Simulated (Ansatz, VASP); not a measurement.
# One calculation of B, two programs

```
B
1.0
     1.05665   -2.79503    0.00000
     1.05665    2.79503    0.00000
     0.00000    0.00000    6.88507
B
6
Direct
  0.00000 0.50000 0.35654
  0.50000 0.00000 0.64346
  0.50000 0.00000 0.14346
  0.00000 0.50000 0.85654
  0.00000 0.00000 0.50000
  0.50000 0.50000 0.00000
```

Alike in both runs: functional PBE; k mesh 6 × 6 × 4; occupations gaussian, width 0.1 eV; no spin polarisation.

Ansatz relaxed the structure, and its values are those at the end. VASP's run is a single point on that final structure, the one shown.

|  | VASP | Ansatz |
| --- | --- | --- |
| version | VASP 6.6.1 | Ansatz 0.2.0 |
| potentials or method | VASP PAW PBE potentials, release 64 (B), cutoff 520 eV | scalar-relativistic, plane waves, PAW |
| valence electrons in the cell | 18 | 18 |

VASP gave:

* gap on the k mesh at the Fermi level (eV): none
* pressure (GPa): 0.0
* rms of the force components (eV/Å): 0.003

Problem. What did Ansatz give for the same quantities?

Solution. gap on the k mesh at the Fermi level (eV): none; pressure (GPa): 0.0; rms of the force components (eV/Å): 0.004.

A gap of «none» marks a metal or a gap that the smearing closes. The functional is the same, so the differences come from potentials, cutoffs and numerics.

The k mesh is coarse, so the values compare programs but aren't converged.
